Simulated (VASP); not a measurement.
# SiPb (rocksalt type) (Fm-3m) in VASP: a series of runs

The runs below take SiPb (rocksalt type) through single point, with PBE.

Everything below comes from runs of VASP 6.6.1. Logs are shortened: lines on timing, memory, paths and dates and some standing lists are left out, and cuts for length are marked.

## 1. The cell of the first run

It takes space group Fm-3m (No. 225, cubic). The conventional cell has a = 5.782 Å, b = 5.782 Å, c = 5.782 Å, α = 90.00°, β = 90.00°, γ = 90.00°. Pb (site symmetry m-3m) has 6 Si at 2.89 Å within 3.8 Å. Si (site symmetry m-3m) has 6 Pb at 2.89 Å within 3.8 Å.

## 2. Single point, PBE (24.17 Å³/atom)

File INCAR:

```
SYSTEM = SiPb
PREC = Accurate ; ENCUT = 520
EDIFF = 1E-7 ; ISMEAR = -1
SIGMA = 0.05 ; LREAL = .False.
LASPH = .True. ; NELM = 60
ALGO = Normal ; ISIF = 2
LWAVE = .False. ; LCHARG = .False.
GGA = PE ; NBANDS = 16
```

File KPOINTS:

```
Automatic mesh
0
Gamma
  13 13 13
  0 0 0
```

File POSCAR:

```
SiPb
1.0
    0.0000000000      2.8911628641      2.8911628641
    2.8911628641      0.0000000000      2.8911628641
    2.8911628641      2.8911628641      0.0000000000
Pb Si
1 1
Direct
    0.0000000000      0.0000000000      0.0000000000
    0.5000000000      0.5000000000      0.5000000000
```

Potentials or basis: VASP PAW PBE potentials, release 64 (Pb_d, Si).

Run with:

```
cat potpaw_PBE.64/Pb_d/POTCAR potpaw_PBE.64/Si/POTCAR > POTCAR
mpirun -np 1 vasp_std > vasp.out
```

OUTCAR:

```text
SYSTEM = SiPb
   PREC = Accurate
   ENCUT = 520
   EDIFF = 1E-7
   ISMEAR = -1
   LREAL = .False.
   LASPH = .True.
   NELM = 60
   ISIF = 2
   GGA = PE

 ion  position               nearest neighbor table
   1  0.000  0.000  0.000-   2 2.89   2 2.89   2 2.89   2 2.89   2 2.89   2 2.89
   2  0.500  0.500  0.500-   1 2.89   1 2.89   1 2.89   1 2.89   1 2.89   1 2.89

  LATTYP: Found a face centered cubic cell.
 ALAT       =     5.7823257282

  Lattice vectors:

 A1 = (   0.0000000000,   2.8911628641,   2.8911628641)
 A2 = (   2.8911628641,   0.0000000000,   2.8911628641)
 A3 = (   2.8911628641,   2.8911628641,   0.0000000000)

Analysis of symmetry for initial positions (statically):
=====================================================================
 Subroutine PRICEL returns:
 Original cell was already a primitive cell.

 Routine SETGRP: Setting up the symmetry group for a
 face centered cubic supercell.

 Subroutine GETGRP returns: Found 48 space group operations
 (whereof 48 operations were pure point group operations)
 out of a pool of 48 trial point group operations.

The static configuration has the point symmetry O_h .

Analysis of symmetry for dynamics (positions and initial velocities):
=====================================================================
 Subroutine PRICEL returns:
 Original cell was already a primitive cell.

 Routine SETGRP: Setting up the symmetry group for a
 face centered cubic supercell.

 Subroutine GETGRP returns: Found 48 space group operations
 (whereof 48 operations were pure point group operations)
 out of a pool of 48 trial point group operations.

The dynamic configuration has the point symmetry O_h .

 Subroutine INISYM returns: Found 48 space group operations
 (whereof 48 operations are pure point group operations),
 and found     1 'primitive' translations

----------------------------------------------------------------------------------------

                                     Primitive cell

  volume of cell :      48.3334

  direct lattice vectors                    reciprocal lattice vectors
     0.000000000  2.891162864  2.891162864    -0.172940794  0.172940794  0.172940794
     2.891162864  0.000000000  2.891162864     0.172940794 -0.172940794  0.172940794
     2.891162864  2.891162864  0.000000000     0.172940794  0.172940794 -0.172940794

  length of vectors
     4.088721733  4.088721733  4.088721733     0.299542241  0.299542241  0.299542241

  position of ions in fractional coordinates (direct lattice)
     0.000000000  0.000000000  0.000000000
     0.500000000  0.500000000  0.500000000

  ion indices of the primitive-cell ions
   primitive index   ion index
                 1           1
                 2           2

----------------------------------------------------------------------------------------

 KPOINTS: Automatic mesh

Automatic generation of k-mesh.
 Grid dimensions read from file:
 generate k-points for:   13   13   13

 Generating k-lattice:

  Cartesian coordinates                     Fractional coordinates (reciprocal lattice)
    -0.013303138  0.013303138  0.013303138     0.076923077  0.000000000  0.000000000
     0.013303138 -0.013303138  0.013303138     0.000000000  0.076923077  0.000000000
     0.013303138  0.013303138 -0.013303138     0.000000000  0.000000000  0.076923077

  Length of vectors
     0.023041711  0.023041711  0.023041711

  Shift w.r.t. Gamma in fractional coordinates (k-lattice)
     0.000000000  0.000000000  0.000000000

 Subroutine IBZKPT returns following result:
 ===========================================

 Found     84 irreducible k-points:

 Following reciprocal coordinates:
            Coordinates               Weight
  0.000000  0.000000  0.000000      1.000000
  0.076923  0.000000  0.000000      8.000000
  0.153846  0.000000  0.000000      8.000000
  0.230769  0.000000  0.000000      8.000000
  0.307692  0.000000  0.000000      8.000000
  0.384615  0.000000  0.000000      8.000000
[... 16 lines left out ...]
  0.384615  0.153846  0.000000     24.000000
  0.461538  0.153846  0.000000     24.000000
 [... further k-points ...]
   k-points           NKPTS =     84   k-points in BZ     NKDIM =     84   number of bands    NBANDS=     16
   number of dos      NEDOS =    301   number of ions     NIONS =      2
   total plane-waves  NPLWV =  27000
   dimension x,y,z NGX =    30 NGY =   30 NGZ =   30
   dimension x,y,z NGXF=    60 NGYF=   60 NGZF=   60
   ions per type =               1   1
   NGX,Y,Z   is equivalent  to a cutoff of  12.20, 12.20, 12.20 a.u.
   NGXF,Y,Z  is equivalent  to a cutoff of  24.40, 24.40, 24.40 a.u.
 SYSTEM =  SiPb
   PREC   = accura    normal or accurate (medium, high low for compatibility)
   ISTART =      0    job   : 0-new  1-cont  2-samecut
   ICHARG =      2    charge: 1-file 2-atom 10-const
   ISPIN  =      1    spin polarized calculation?
   LNONCOLLINEAR =      F non collinear calculations
   LSORBIT =      F    spin-orbit coupling
   LASPH  =      T    aspherical Exc in radial PAW
   ENCUT  =  520.0 eV  38.22 Ry    6.18 a.u.   7.60  7.60  7.60*2*pi/ulx,y,z
   NELM   =     60;   NELMIN=  2; NELMDL= -5     # of ELM steps
   EDIFF  = 0.1E-06   stopping-criterion for ELM
   LREAL  =      F    real-space projection
   EDIFFG = 0.1E-05   stopping-criterion for IOM
   NSW    =      0    number of steps for IOM
   IBRION =     -1    ionic relax: 0-MD 1-quasi-New 2-CG
   NFREE  =      0    steps in history (QN), initial steepest desc. (CG)
   ISIF   =      2    stress and relaxation
   ISYM   =      2    0-nonsym 1-usesym 2-fastsym
   POTIM  = 0.5000    time-step for ionic-motion
   TEBEG  =    0.0;   TEEND  =   0.0 temperature during run
   PSTRESS=    0.0 pullay stress
   NELECT =      18.0000    total number of electrons
   NUPDOWN=      -1.0000    fix difference up-down
   EMIN   =  10.00;   EMAX   =-10.00  energy-range for DOS
   EFERMI =   0.00;   METHOD = LEGACY
   ISMEAR =    -1;   SIGMA  =   0.05  broadening in eV -4-tet -1-fermi 0-gaus
   EFERMI_NEDOS =   21; number of points for ismear=-14 and -15
   IALGO  =     38    algorithm
   IMIX   =      4    mixing-type and parameters
     AMIX     =   0.40;   BMIX     =  1.00
     AMIX_MAG =   1.60;   BMIX_MAG =  1.00
  volume/ion in A,a.u.               =      24.17       163.09
  Fermi-wavevector in a.u.,A,eV,Ry     =   1.177831  2.225779 18.875181  1.387287
  Thomas-Fermi vector in A             =   2.314171
   LORBIT       =      0    0 simple, 1 ext, 2 COOP (PROOUT), +10 PAW based schemes
   GGA     = PE    functional components
   LHFCALC =     F    Hartree Fock is set to
   AEXX    =    0.0000 exact exchange contribution
   IVDW    =     0    specifies the selected vdW correction
   LEPSILON=     F    determine dielectric tensor
   LRPA    =     F    only Hartree local field effects (RPA)
 non-spin polarized calculation
  energy-cutoff  :      520.00
  volume of cell :       48.33
 maximum number of plane-waves:      1317
   NGX = 15   NGY = 15   NGZ = 15

 number of electron      17.9999995 magnetization

 Free energy of the ion-electron system (eV)
  ---------------------------------------------------
  ext. energy  EPLUGINS =         0.00000000
  ---------------------------------------------------
  free energy    TOTEN  =        -7.88421040 eV

  energy without entropy =       -7.87449327  energy(sigma->0) =       -7.87935183

 E-fermi :   7.0022     XC(G=0): -10.1555

 val. band max:        6.9848251032   @ k =   0.3846   0.2308   0.0769
 cond. band min:       7.0099732504   @ k =  -0.4615   0.3077   0.0769
 fundamental gap:      0.0251481473
 Fermi energy:         7.0022331480

 k-point     1 :       0.0000    0.0000    0.0000
  band No.  band energies     occupation
      1      -9.7383      2.00000
      2      -9.7383      2.00000
      3      -9.7082      2.00000
      4      -9.7082      2.00000
      5      -9.7082      2.00000
      6      -4.9588      2.00000
[... 8 lines left out ...]
     15      13.3316      0.00000
     16      13.3316      0.00000

 k-point     2 :       0.0769    0.0000    0.0000
  band No.  band energies     occupation
      1      -9.7394      2.00000
      2      -9.7394      2.00000
      3      -9.7078      2.00000
      4      -9.7054      2.00000
      5      -9.7054      2.00000
      6      -4.8796      2.00000
[... 8 lines left out ...]
     15      13.4275      0.00000
     16      13.4955      0.00000

 k-point     3 :       0.1538    0.0000    0.0000
  band No.  band energies     occupation
      1      -9.7437      2.00000
      2      -9.7437      2.00000
      3      -9.7070      2.00000
      4      -9.6966      2.00000
      5      -9.6966      2.00000
      6      -4.6423      2.00000
[... 8 lines left out ...]
     15      13.8026      0.00000
     16      13.8026      0.00000

 k-point     4 :       0.2308    0.0000    0.0000
  band No.  band energies     occupation
      1      -9.7509      2.00000
      2      -9.7509      2.00000
      3      -9.7063      2.00000
      4      -9.6828      2.00000
      5      -9.6828      2.00000
      6      -4.2478      2.00000
[... 8 lines left out ...]
     15      14.4019      0.00000
     16      14.4019      0.00000

 k-point     5 :       0.3077    0.0000    0.0000
  band No.  band energies     occupation
      1      -9.7591      2.00000
      2      -9.7591      2.00000
      3      -9.7058      2.00000
      4      -9.6675      2.00000
      5      -9.6675      2.00000
      6      -3.7000      2.00000
[... 8 lines left out ...]
     15      15.1777      0.00000
     16      15.1777      0.00000

 k-point     6 :       0.3846    0.0000    0.0000
  band No.  band energies     occupation
      1      -9.7661      2.00000
      2      -9.7661      2.00000
      3      -9.7058      2.00000
      4      -9.6546      2.00000
      5      -9.6546      2.00000
      6      -3.0119      2.00000
[... 8 lines left out ...]
     15      16.0421      0.00000
     16      16.0484      0.00000

 k-point     7 :       0.4615    0.0000    0.0000
  band No.  band energies     occupation
      1      -9.7701      2.00000
      2      -9.7701      2.00000
      3      -9.7059      2.00000
      4      -9.6472      2.00000
      5      -9.6472      2.00000
      6      -2.2566      2.00000
[... 8 lines left out ...]
     15      16.7515      0.00000
     16      17.3732      0.00000

 k-point     8 :       0.0769    0.0769    0.0000
  band No.  band energies     occupation
      1      -9.7431      2.00000
      2      -9.7362      2.00000
      3      -9.7104      2.00000
      4      -9.7034      2.00000
      5      -9.7034      2.00000
      6      -4.8532      2.00000
[... 8 lines left out ...]
     15      14.0250      0.00000
     16      14.0250      0.00000

 k-point     9 :       0.1538    0.0769    0.0000
  band No.  band energies     occupation
      1      -9.7490      2.00000
      2      -9.7363      2.00000
      3      -9.7111      2.00000
      4      -9.6970      2.00000
      5      -9.6954      2.00000
      6      -4.6684      2.00000
[... 8 lines left out ...]
     15      14.3174      0.00000
     16      14.3535      0.00000
[... 172 lines left out ...]
 k-point    19 :      -0.0769    0.0769    0.0000
  band No.  band energies     occupation
      1      -9.7438      2.00000
      2      -9.7392      2.00000
      3      -9.7083      2.00000
      4      -9.7026      2.00000
      5      -9.6979      2.00000
      6      -4.7477      2.00000
[... 8 lines left out ...]
     15      13.8652      0.00000
     16      14.1435      0.00000

 k-point    20 :       0.1538    0.1538    0.0000
  band No.  band energies     occupation
      1      -9.7581      2.00000
      2      -9.7303      2.00000
      3      -9.7165      2.00000
      4      -9.6898      2.00000
      5      -9.6898      2.00000
      6      -4.5363      2.00000
[... 8 lines left out ...]
     15      15.1757      0.00000
     16      15.1757      0.00000

 k-point    21 :       0.2308    0.1538    0.0000
  band No.  band energies     occupation
      1      -9.7684      2.00000
      2      -9.7299      2.00000
      3      -9.7183      2.00000
      4      -9.6809      2.00000
      5      -9.6783      2.00000
      6      -4.2470      2.00000
[... 8 lines left out ...]
     15      15.5708      0.00000
     16      15.6266      0.00000

 k-point    22 :       0.3077    0.1538    0.0000
  band No.  band energies     occupation
      1      -9.7777      2.00000
      2      -9.7349      2.00000
      3      -9.7159      2.00000
      4      -9.6723      2.00000
      5      -9.6635      2.00000
      6      -3.8043      2.00000
[... 8 lines left out ...]
     15      16.1400      0.00000
     16      16.1953      0.00000

 k-point    23 :       0.3846    0.1538    0.0000
  band No.  band energies     occupation
      1      -9.7846      2.00000
      2      -9.7426      2.00000
      3      -9.7101      2.00000
      4      -9.6653      2.00000
      5      -9.6507      2.00000
      6      -3.2165      2.00000
[... 8 lines left out ...]
     15      16.8554      0.00000
     16      17.0952      0.00000

 k-point    24 :       0.4615    0.1538    0.0000
  band No.  band energies     occupation
      1      -9.7874      2.00000
      2      -9.7505      2.00000
      3      -9.7031      2.00000
      4      -9.6604      2.00000
      5      -9.6434      2.00000
      6      -2.5101      2.00000
[... 8 lines left out ...]
     15      17.2648      0.00000
     16      18.1824      0.00000

 [... further k-points ...]

------------------------ aborting loop because EDIFF is reached ----------------------------------------

  FORCE on cell =-STRESS in cart. coord.  units (eV):
  Direction    XX          YY          ZZ          XY          YZ          ZX
  --------------------------------------------------------------------------------------
  -------------------------------------------------------------------------------------
  Total        0.6817902      0.6817902      0.6817902      0.0000000      0.0000000      0.0000000
  in kB       22.6002713     22.6002713     22.6002713      0.0000000      0.0000000      0.0000000
  external PRESSURE =      22.6002713 kB  Pullay stress =       0.0000000 kB

 VOLUME and BASIS-vectors are now :
 -----------------------------------------------------------------------------
  energy-cutoff  :      520.00
  volume of cell :       48.33
      direct lattice vectors                 reciprocal lattice vectors
     0.000000000  2.891162864  2.891162864    -0.172940794  0.172940794  0.172940794
     2.891162864  0.000000000  2.891162864     0.172940794 -0.172940794  0.172940794
     2.891162864  2.891162864  0.000000000     0.172940794  0.172940794 -0.172940794

 POSITION                                       TOTAL-FORCE (eV/Angst)
 -----------------------------------------------------------------------------------
      0.00000      0.00000      0.00000         0.000000     -0.000000      0.000000
      2.89116      2.89116      2.89116         0.000000      0.000000     -0.000000
 -----------------------------------------------------------------------------------
    total drift:                               -0.000000      0.000000      0.000000

  FREE ENERGIE OF THE ION-ELECTRON SYSTEM (eV)
  ---------------------------------------------------
  free  energy   TOTEN  =        -7.8842103970 eV

  energy  without entropy=       -7.8744932722  energy(sigma->0) =       -7.87935183
```

Run time: 27 s. Hardware: 1 thread of Intel Xeon 6975P-C (Granite Rapids), shared host; peak memory 0.21 GiB.

Results:

```yaml
Free_energy: -7.8842 eV
Pressure: 2.3 GPa
Band_gap_on_the_k_mesh: zero (bands 9 and 10 overlap by 3.53 eV)
```

Levels at points of the mesh, in eV from the Fermi level:
```
           k point  band 6  band 7  band 8  band 9  band 10  band 11  band 12  band 13
(0.00, 0.00, 0.00)  -11.96   -1.05    0.13    0.13     0.13     6.20     6.20     6.20
```

Caveat: spin-orbit coupling is left out, which moves the levels of the heavy elements.

## 3. Single point, PBE (24.67 Å³/atom)

This run uses another cell than the first one, of 24.67 Å³/atom.

File INCAR:

```
ALGO = Normal
EDIFF = 1E-7
ENCUT = 520
GGA = PE
ISIF = 2
ISMEAR = -1
LASPH = True
LCHARG = True
LELF = True
LREAL = False
LVHAR = True
LWAVE = False
NBANDS = 16
NELM = 60
PREC = Accurate
SIGMA = 0.05
```

File KPOINTS:

```
k-points
0
Gamma
  13 13 13
```

File POSCAR:

```
SiPb
1.0
    0.0000000000      2.9111025484      2.9111025484
    2.9111025484      0.0000000000      2.9111025484
    2.9111025484      2.9111025484      0.0000000000
Pb Si
1 1
Direct
    0.0000000000      0.0000000000      0.0000000000
    0.5000000000      0.5000000000      0.5000000000
```

Potentials or basis: VASP PAW PBE potentials, release 64 (Pb_d, Si).

Run with:

```
cat potpaw_PBE.64/Pb_d/POTCAR potpaw_PBE.64/Si/POTCAR > POTCAR
mpirun -np 1 vasp_std > vasp.out
```

Run time: 22 s. Hardware: 1 thread of Intel Xeon 6975P-C (Granite Rapids), shared host; peak memory 0.21 GiB.

Results (log left out):

* Free energy: -7.8949 eV
* Pressure: 1.0 GPa
* Band gap on the k mesh: zero (bands 9 and 10 overlap by 3.45 eV)

Levels at points of the mesh, in eV from the Fermi level:
```csv
k point,band 5,band 6,band 7,band 8,band 9,band 10,band 11,band 12,band 13,band 14
"(0.00, 0.00, 0.00)",-16.69,-11.81,-1.22,0.14,0.14,0.14,6.19,6.19,6.19,6.23
```

Caveat: spin-orbit coupling is left out, which moves the levels of the heavy elements.

## 4. Single point, PBE

This run uses another cell than the first one, of 25.17 Å³/atom.

File INCAR:

```
  ALGO = Normal
  EDIFF = 1E-6
  ENCUT = 520
  GGA = PE
  ISIF = 2
  ISMEAR = -1
  LASPH = T
  LCHARG = F
  LREAL = F
  LWAVE = F
  NBANDS = 16
  NELM = 60
  PREC = Accurate
  SIGMA = 0.05
```

KPOINTS is that of step 3.

File POSCAR:

```
SiPb
1.0
    0.0000000000      2.9307727569      2.9307727569
    2.9307727569      0.0000000000      2.9307727569
    2.9307727569      2.9307727569      0.0000000000
Pb Si
1 1
Direct
    0.0000000000      0.0000000000      0.0000000000
    0.5000000000      0.5000000000      0.5000000000
```

Run with:

```
cat potpaw_PBE.64/Pb_d/POTCAR potpaw_PBE.64/Si/POTCAR > POTCAR
mpirun -np 1 vasp_std > vasp.out
```

Run time: 17 s. Hardware: 1 thread of Intel Xeon 6975P-C (Granite Rapids), shared host; peak memory 0.22 GiB.

The run converged. Its results:

| Item | Value |
| --- | --- |
| Free energy | -7.8983 eV |
| Pressure | -0.1 GPa |
| Band gap on the k mesh | zero (bands 9 and 10 overlap by 3.37 eV) |

Levels at points of the mesh, in eV from the Fermi level:
| k point | band 6 | band 7 | band 8 | band 9 | band 10 | band 11 | band 12 | band 13 |
| --- | --- | --- | --- | --- | --- | --- | --- | --- |
| (0.00, 0.00, 0.00) | -11.66 | -1.39 | 0.15 | 0.15 | 0.15 | 6.13 | 6.13 | 6.13 |

Caveat: spin-orbit coupling is left out, which moves the levels of the heavy elements.

[end of part 1 of 2]

The gap in the log of VASP goes by the Fermi energy; the results here count the filled bands.